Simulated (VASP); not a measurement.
# Na2Sb3 (R-3c) in VASP: a series of runs, part 2 of 2

VASP 6.6.1.

## Step 3: Single point, PBE

This run uses another cell than the first one, of 33.16 Å³/atom.

INCAR

```
ALGO = Normal ; EDIFF = 1E-6
ENCUT = 520 ; GGA = PE
ISIF = 2 ; ISMEAR = 0
LASPH = T ; LCHARG = F
LREAL = F ; LWAVE = F
NBANDS = 40 ; NELM = 80
PREC = Accurate ; SIGMA = 0.1
```

KPOINTS

```
k-points
0
Gamma
  6 6 6
```

POSCAR

```
Na2Sb3
1.0
    3.9884532379      2.3027345506      6.0167725439
   -3.9884532379      2.3027345506      6.0167725439
    0.0000000000     -4.6054691011      6.0167725439
Na Sb
4 6
Direct
    0.9058747502      0.9058747502      0.9058747502
    0.5941252498      0.5941252498      0.5941252498
    0.0941252498      0.0941252498      0.0941252498
    0.4058747502      0.4058747502      0.4058747502
    0.9604610902      0.5395389098      0.7500000000
    0.7500000000      0.9604610902      0.5395389098
    0.5395389098      0.7500000000      0.9604610902
    0.0395389098      0.4604610902      0.2500000000
    0.2500000000      0.0395389098      0.4604610902
    0.4604610902      0.2500000000      0.0395389098
```

Potentials or basis: VASP PAW PBE potentials, release 64 (Na_pv, Sb).

The run is started by

```console
> cat potpaw_PBE.64/Na_pv/POTCAR potpaw_PBE.64/Sb/POTCAR > POTCAR
> mpirun -np 1 vasp_std > vasp.out
```

OUTCAR:

```text
EDIFF = 1E-6
   ENCUT = 520
   GGA = PE
   ISIF = 2
   ISMEAR = 0
   LASPH = T
   LREAL = F
   NELM = 80
   PREC = Accurate

 ion  position               nearest neighbor table
   1  0.906  0.906  0.906-  10 3.27   8 3.27   9 3.27   6 3.28   5 3.28   7 3.28
   2  0.594  0.594  0.594-   9 3.27   8 3.27  10 3.27   7 3.28   5 3.28   6 3.28
   3  0.094  0.094  0.094-   7 3.27   5 3.27   6 3.27   9 3.28   8 3.28  10 3.28
   4  0.406  0.406  0.406-   6 3.27   5 3.27   7 3.27  10 3.28   8 3.28   9 3.28
   5  0.960  0.540  0.750-   6 2.91   7 2.91   3 3.27   4 3.27   1 3.28   2 3.28
   6  0.750  0.960  0.540-   5 2.91   7 2.91   4 3.27   3 3.27   1 3.28   2 3.28
[... 1257 lines left out ...]

 VOLUME and BASIS-vectors are now :
 -----------------------------------------------------------------------------
  energy-cutoff  :      520.00
  volume of cell :      331.56
      direct lattice vectors                 reciprocal lattice vectors
     3.988453238  2.302734551  6.016772544     0.125361881  0.072377716  0.055400687
    -3.988453238  2.302734551  6.016772544    -0.125361881  0.072377716  0.055400687
     0.000000000 -4.605469101  6.016772544     0.000000000 -0.144755431  0.055400687

 POSITION                                       TOTAL-FORCE (eV/Angst)
 -----------------------------------------------------------------------------------
      0.00000      0.00000     16.35133        -0.000000      0.000000      0.005176
      0.00000      0.00000     10.72415        -0.000000     -0.000000     -0.005176
      0.00000      0.00000      1.69899        -0.000000     -0.000000     -0.005176
      0.00000      0.00000      7.32617        -0.000000      0.000000      0.005176
      1.67883      0.00000     13.53774         0.029411      0.000000     -0.000000
     -0.83941      1.45391     13.53774        -0.014706      0.025471      0.000000
     -0.83941     -1.45391     13.53774        -0.014706     -0.025471      0.000000
     -1.67883      0.00000      4.51258        -0.029411      0.000000      0.000000
      0.83941     -1.45391      4.51258         0.014706     -0.025471      0.000000
      0.83941      1.45391      4.51258         0.014706      0.025471      0.000000
 -----------------------------------------------------------------------------------
    total drift:                               -0.000000      0.000000     -0.000000

  FREE ENERGIE OF THE ION-ELECTRON SYSTEM (eV)
  ---------------------------------------------------
  free  energy   TOTEN  =       -29.7001006969 eV

  energy  without entropy=      -29.6543456825  energy(sigma->0) =      -29.67722319
```

OSZICAR:

```text
N       E                     dE             d eps       ncg     rms          rms(c)
DAV:   1     0.442471818506E+03    0.44247E+03   -0.24334E+04  2776   0.127E+03
DAV:   2     0.121482918815E+02   -0.43032E+03   -0.41668E+03  2776   0.309E+02
DAV:   3    -0.286589241751E+02   -0.40807E+02   -0.39608E+02  3200   0.108E+02
DAV:   4    -0.301484272744E+02   -0.14895E+01   -0.14798E+01  2928   0.184E+01
DAV:   5    -0.301903158913E+02   -0.41889E-01   -0.41869E-01  3520   0.378E+00    0.483E+00
DAV:   6    -0.298187742047E+02    0.37154E+00   -0.37604E-01  2904   0.222E+00    0.273E+00
DAV:   7    -0.297018272553E+02    0.11695E+00   -0.39610E-01  3152   0.203E+00    0.573E-01
DAV:   8    -0.297004430834E+02    0.13842E-02   -0.42763E-02  2872   0.902E-01    0.977E-02
DAV:   9    -0.296999889349E+02    0.45415E-03   -0.36492E-03  3048   0.282E-01    0.581E-02
DAV:  10    -0.297000955427E+02   -0.10661E-03   -0.70354E-04  3096   0.105E-01    0.170E-02
DAV:  11    -0.297000999996E+02   -0.44569E-05   -0.10846E-04  3008   0.426E-02    0.781E-03
DAV:  12    -0.297001001041E+02   -0.10454E-06   -0.15058E-05  2680   0.149E-02    0.271E-03
DAV:  13    -0.297001006969E+02   -0.59275E-06   -0.10753E-06  2168   0.569E-03
   1 F= -.29700101E+02 E0= -.29677223E+02  d E =-.457550E-01
```

stdout:

```text
POSCAR found type information on POSCAR NaSb
 POSCAR found :  2 types and      10 ions
 scaLAPACK will be used
 LDA part: xc-table for (Slater+PW92), standard interpolation
 POSCAR, INCAR and KPOINTS ok, starting setup
 FFT: planning ... GRIDC
 FFT: planning ... GRID_SOFT
 FFT: planning ... GRID
 WAVECAR not read
 entering main loop
```

Run time: 4.6 min. Hardware: 1 thread of Intel Xeon 6975P-C (Granite Rapids), shared host; peak memory 0.59 GiB.

What came out:

* Free energy: -29.7001 eV
* Pressure: 0.1 GPa
* Largest force: 0.029 eV/Å
* Band gap on the k mesh: zero (bands 29 and 30 overlap by 0.47 eV)

Forces on the atoms (eV/Å):
```
Na   0.000  0.000  0.005
Na   0.000  0.000 -0.005
Na   0.000  0.000 -0.005
Na   0.000  0.000  0.005
Sb   0.029  0.000  0.000
Sb  -0.015  0.025  0.000
Sb  -0.015 -0.025  0.000
Sb  -0.029  0.000  0.000
Sb   0.015 -0.025  0.000
Sb   0.015  0.025  0.000
```

Levels at points of the mesh, in eV from the Fermi level:
| k point | band 25 | band 26 | band 27 | band 28 | band 29 | band 30 | band 31 | band 32 | band 33 | band 34 |
| --- | --- | --- | --- | --- | --- | --- | --- | --- | --- | --- |
| (0.00, 0.00, 0.00) | -2.83 | -1.75 | -0.56 | -0.15 | -0.15 | 1.08 | 1.08 | 1.88 | 1.88 | 1.90 |
| (0.50, 0.00, 0.00) | -1.88 | -1.88 | -0.60 | -0.60 | -0.15 | -0.15 | 0.30 | 0.30 | 1.53 | 1.53 |
| (0.50, 0.50, 0.00) | -1.75 | -1.71 | -1.07 | -0.74 | -0.20 | -0.04 | 0.56 | 1.57 | 1.58 | 1.64 |
| (0.50, 0.50, 0.50) | -1.61 | -1.61 | -0.35 | -0.35 | -0.35 | -0.35 | -0.02 | -0.02 | 1.92 | 1.92 |

Caveat: spin-orbit coupling is left out, which moves the levels of the heavy elements.
